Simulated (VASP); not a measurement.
# WC (Fm-3m) in VASP: single point with r2SCAN

Aim: the single point of WC with r2SCAN.

All numbers are computed with VASP 6.6.1; they aren't measurements. Logs are shortened: lines on timing, memory, paths and dates and some standing lists are left out, and cuts for length are marked.

## 1. The cell of the first run

The structure is cubic, space group Fm-3m (No. 225). Conventional cell: a = 4.385 Å, b = 4.385 Å, c = 4.385 Å, α = 90.00°, β = 90.00°, γ = 90.00°. W (site symmetry m-3m) has 6 C at 2.19 Å within 2.9 Å. Within 2.9 Å of C (site symmetry m-3m) lie 6 W at 2.19 Å.

## 2. Single point, r2SCAN

File POSCAR:

```
WC
1.0
    3.1009230000      0.0000000000      0.0000000000
    1.5504615000      2.6854780932      0.0000000000
    1.5504615000      0.8951593644      2.5318930272
W C
1 1
Direct
    0.0000000000      0.0000000000      0.0000000000
    0.5000000000      0.5000000000      0.5000000000
```

File INCAR.step1:

```
SYSTEM = WC
ALGO     = Normal         ! electronic algorithm
EDIFF    = 1E-5           ! SCF threshold, eV
ENCUT    = 660            ! plane-wave cutoff, eV
GGA      = PE             ! functional
GGA_COMPAT= .False.      
ISMEAR   = -1             ! smearing method
LASPH    = .True.         ! aspherical terms in the spheres
LCHARG   = .False.        ! write CHGCAR
LREAL    = .False.        ! projectors in reciprocal space
LWAVE    = .True.         ! write WAVECAR
NBANDS   = 16             ! bands
NELM     = 120            ! most SCF steps
PREC     = Accurate       ! precision mode
SIGMA    = 0.1            ! smearing width, eV
```

File INCAR.step2:

```
SYSTEM = WC
ALGO     = Normal         ! electronic algorithm
EDIFF    = 1E-6           ! SCF threshold, eV
ENCUT    = 660            ! plane-wave cutoff, eV
GGA_COMPAT= .False.      
ISIF     = 2              ! what is computed and relaxed
ISMEAR   = -1             ! smearing method
ISTART   = 1            
LASPH    = .True.         ! aspherical terms in the spheres
LCHARG   = .True.         ! write CHGCAR
LELF     = .True.         ! ELF
LMIXTAU  = .True.       
LREAL    = .False.        ! projectors in reciprocal space
LVHAR    = .True.       
LWAVE    = .False.        ! write WAVECAR
METAGGA  = R2SCAN         ! meta-GGA
NBANDS   = 16             ! bands
NELM     = 120            ! most SCF steps
PREC     = Accurate       ! precision mode
SIGMA    = 0.1            ! smearing width, eV
```

File KPOINTS:

```
k-points
0
Gamma
  12 12 12
  0 0 0
```

Potentials or basis: VASP PAW PBE potentials, release 64 (W_sv, C).

Run with:

```
cat potpaw_PBE.64/W_sv/POTCAR potpaw_PBE.64/C/POTCAR > POTCAR
cp INCAR.step1 INCAR
mpirun -np 1 vasp_std > vasp.out
cp INCAR.step2 INCAR
mpirun -np 1 vasp_std > vasp.out
```

OUTCAR:

```text
SYSTEM = WC
   EDIFF = 1E-6
   ENCUT = 660
   ISIF = 2
   ISMEAR = -1
   ISTART = 1
   LASPH = .True.
   LREAL = .False.
   METAGGA = R2SCAN
   NELM = 120
   PREC = Accurate

 ion  position               nearest neighbor table
   1  0.000  0.000  0.000-   2 2.19   2 2.19   2 2.19   2 2.19   2 2.19   2 2.19
   2  0.500  0.500  0.500-   1 2.19   1 2.19   1 2.19   1 2.19   1 2.19   1 2.19

  LATTYP: Found a face centered cubic cell.
 ALAT       =     4.3853673625

  Lattice vectors:

 A1 = (   3.1009230000,   0.0000000000,   0.0000000000)
 A2 = (   1.5504615000,   2.6854780932,   0.0000000000)
 A3 = (   1.5504615000,   0.8951593644,   2.5318930272)

Analysis of symmetry for initial positions (statically):
=====================================================================
 Subroutine PRICEL returns:
 Original cell was already a primitive cell.

 Routine SETGRP: Setting up the symmetry group for a
 face centered cubic supercell.

 Subroutine GETGRP returns: Found 48 space group operations
 (whereof 48 operations were pure point group operations)
 out of a pool of 48 trial point group operations.

The static configuration has the point symmetry O_h .

Analysis of symmetry for dynamics (positions and initial velocities):
=====================================================================
 Subroutine PRICEL returns:
 Original cell was already a primitive cell.

 Routine SETGRP: Setting up the symmetry group for a
 face centered cubic supercell.

 Subroutine GETGRP returns: Found 48 space group operations
 (whereof 48 operations were pure point group operations)
 out of a pool of 48 trial point group operations.

The dynamic configuration has the point symmetry O_h .

 Subroutine INISYM returns: Found 48 space group operations
 (whereof 48 operations are pure point group operations),
 and found     1 'primitive' translations

----------------------------------------------------------------------------------------

                                     Primitive cell

  volume of cell :      21.0842

  direct lattice vectors                    reciprocal lattice vectors
     3.100923000  0.000000000  0.000000000     0.322484628 -0.186186587 -0.131653798
     1.550461500  2.685478093  0.000000000     0.000000000  0.372373174 -0.131653798
     1.550461500  0.895159364  2.531893027     0.000000000  0.000000000  0.394961394

  length of vectors
     3.100923000  3.100923000  3.100923000     0.394961394  0.394961394  0.394961394

  position of ions in fractional coordinates (direct lattice)
[... 74 lines left out ...]
   LNONCOLLINEAR =      F non collinear calculations
   LSORBIT =      F    spin-orbit coupling
   LASPH  =      T    aspherical Exc in radial PAW
   ENCUT  =  660.0 eV  48.51 Ry    6.96 a.u.   6.50  6.50  6.50*2*pi/ulx,y,z
   NELM   =    120;   NELMIN=  2; NELMDL=  0     # of ELM steps
   EDIFF  = 0.1E-05   stopping-criterion for ELM
   LREAL  =      F    real-space projection
   EDIFFG = 0.1E-04   stopping-criterion for IOM
   NSW    =      0    number of steps for IOM
   IBRION =     -1    ionic relax: 0-MD 1-quasi-New 2-CG
   NFREE  =      0    steps in history (QN), initial steepest desc. (CG)
   ISIF   =      2    stress and relaxation
   ISYM   =      2    0-nonsym 1-usesym 2-fastsym
   POTIM  = 0.5000    time-step for ionic-motion
   TEBEG  =    0.0;   TEEND  =   0.0 temperature during run
   PSTRESS=    0.0 pullay stress
   NELECT =      18.0000    total number of electrons
   NUPDOWN=      -1.0000    fix difference up-down
   EMIN   =  10.00;   EMAX   =-10.00  energy-range for DOS
   EFERMI =   0.00;   METHOD = LEGACY
   ISMEAR =    -1;   SIGMA  =   0.10  broadening in eV -4-tet -1-fermi 0-gaus
   EFERMI_NEDOS =   21; number of points for ismear=-14 and -15
   IALGO  =     38    algorithm
   IMIX   =      4    mixing-type and parameters
     AMIX     =   0.40;   BMIX     =  1.00
     AMIX_MAG =   1.60;   BMIX_MAG =  1.00
  volume/ion in A,a.u.               =      10.54        71.14
  Fermi-wavevector in a.u.,A,eV,Ry     =   1.553029  2.934800 32.815897  2.411900
  Thomas-Fermi vector in A             =   2.657319
   LORBIT       =      0    0 simple, 1 ext, 2 COOP (PROOUT), +10 PAW based schemes
   METAGGA = R2SCAN    functional components
   LHFCALC =     F    Hartree Fock is set to
   AEXX    =    0.0000 exact exchange contribution
   IVDW    =     0    specifies the selected vdW correction
   LEPSILON=     F    determine dielectric tensor
   LRPA    =     F    only Hartree local field effects (RPA)
 non-spin polarized calculation
  energy-cutoff  :      660.00
  volume of cell :       21.08
 maximum number of plane-waves:       869
 NGX is ok and might be reduce to    28
   NGX = 13   NGY = 13   NGZ = 13

 number of electron      18.0000001 magnetization

 Free energy of the ion-electron system (eV)
  ---------------------------------------------------
  ext. energy  EPLUGINS =         0.00000000
  ---------------------------------------------------
  free energy    TOTEN  =       -60.64539641 eV

  energy without entropy =      -60.61770184  energy(sigma->0) =      -60.63154912

 E-fermi :  12.3774     XC(G=0): -14.8510

 val. band max:       12.3186144919   @ k =  -0.3333   0.1667  -0.0000
 cond. band min:      12.4174468074   @ k =   0.1667   0.0833   0.0000
 fundamental gap:      0.0988323156
 Fermi energy:        12.3773832549

 k-point     1 :       0.0000    0.0000    0.0000
  band No.  band energies     occupation
      1     -65.0623      2.00000
      2     -28.3966      2.00000
      3     -28.3966      2.00000
      4     -28.3966      2.00000
      5      -4.3047      2.00000
      6       9.5617      2.00000
[... 433 lines left out ...]
      3     -28.5778      2.00000
      4     -28.4876      2.00000
      5      -0.2307      2.00000
      6       3.0193      2.00000
[... 8 lines left out ...]
     15      25.2656      0.00000
     16      26.5442      0.00000

 [... further k-points ...]
[... 5 lines left out ...]
  --------------------------------------------------------------------------------------
  -------------------------------------------------------------------------------------
  Total       -0.4925969     -0.4925969     -0.4925969     -0.0000000     -0.0000000     -0.0000000
  in kB      -37.4321074    -37.4321074    -37.4321074     -0.0000000     -0.0000000     -0.0000000
  external PRESSURE =     -37.4321074 kB  Pullay stress =       0.0000000 kB

 VOLUME and BASIS-vectors are now :
 -----------------------------------------------------------------------------
  energy-cutoff  :      660.00
  volume of cell :       21.08
      direct lattice vectors                 reciprocal lattice vectors
     3.100923000  0.000000000  0.000000000     0.322484628 -0.186186587 -0.131653798
     1.550461500  2.685478093  0.000000000     0.000000000  0.372373174 -0.131653798
     1.550461500  0.895159364  2.531893027     0.000000000  0.000000000  0.394961394

 POSITION                                       TOTAL-FORCE (eV/Angst)
 -----------------------------------------------------------------------------------
      0.00000      0.00000      0.00000        -0.000000     -0.000000      0.000000
      3.10092      1.79032      1.26595         0.000000      0.000000      0.000000
 -----------------------------------------------------------------------------------
    total drift:                                0.000000     -0.000000     -0.000000

  FREE ENERGIE OF THE ION-ELECTRON SYSTEM (eV)
  ---------------------------------------------------
  free  energy   TOTEN  =       -60.6453964054 eV

  energy  without entropy=      -60.6177018412  energy(sigma->0) =      -60.63154912
```

OSZICAR.step1:

```text
N       E                     dE             d eps       ncg     rms          rms(c)
DAV:   1     0.127743631563E+03    0.12774E+03   -0.10688E+04  2304   0.146E+03
DAV:   2    -0.212083322963E+02   -0.14895E+03   -0.14355E+03  2736   0.375E+02
DAV:   3    -0.250451879367E+02   -0.38369E+01   -0.38149E+01  2520   0.548E+01
DAV:   4    -0.250665630052E+02   -0.21375E-01   -0.21373E-01  3040   0.468E+00
DAV:   5    -0.250667182095E+02   -0.15520E-03   -0.15520E-03  2568   0.384E-01    0.307E+01
DAV:   6    -0.216800773665E+02    0.33866E+01   -0.85171E+00  2840   0.277E+01    0.772E+00
DAV:   7    -0.216060840996E+02    0.73993E-01   -0.50518E-01  2320   0.562E+00    0.628E+00
DAV:   8    -0.215790575342E+02    0.27027E-01   -0.77561E-02  2584   0.240E+00    0.146E+00
DAV:   9    -0.215771268743E+02    0.19307E-02   -0.35353E-03  2488   0.541E-01    0.117E-01
DAV:  10    -0.215770586971E+02    0.68177E-04   -0.36437E-04  2832   0.209E-01    0.504E-02
DAV:  11    -0.215770599163E+02   -0.12193E-05   -0.10092E-05  1776   0.344E-02
   1 F= -.21577060E+02 E0= -.21562657E+02  d E =-.288051E-01
```

It took 1.7 min on 1 thread of AMD EPYC 9R45 (Zen 5), shared host; peak memory 0.16 GiB.

What came out:

| Property | Result |
| --- | --- |
| Free energy | -60.6454 eV |
| Pressure | -3.7 GPa |
| Band gap on the k mesh | zero (bands 9 and 10 overlap by 3.31 eV) |

Levels at points of the mesh, in eV from the Fermi level:
```
           k point  band 6  band 7  band 8  band 9  band 10  band 11  band 12  band 13
(0.00, 0.00, 0.00)   -2.82   -2.82   -2.82   -1.13    -1.13    -1.13    -1.00    -1.00
(0.50, 0.00, 0.00)  -10.17   -6.91   -6.91    1.12     1.12     2.52     5.38     9.20
(0.50, 0.50, 0.00)   -5.88   -5.86   -2.68   -2.68     0.88     2.36     2.36     5.74
```

Caveat: the cell stands under tension; the PAW data sets were made with another functional, which shifts forces and pressure a little; spin-orbit coupling is left out, which moves the levels of the heavy elements.
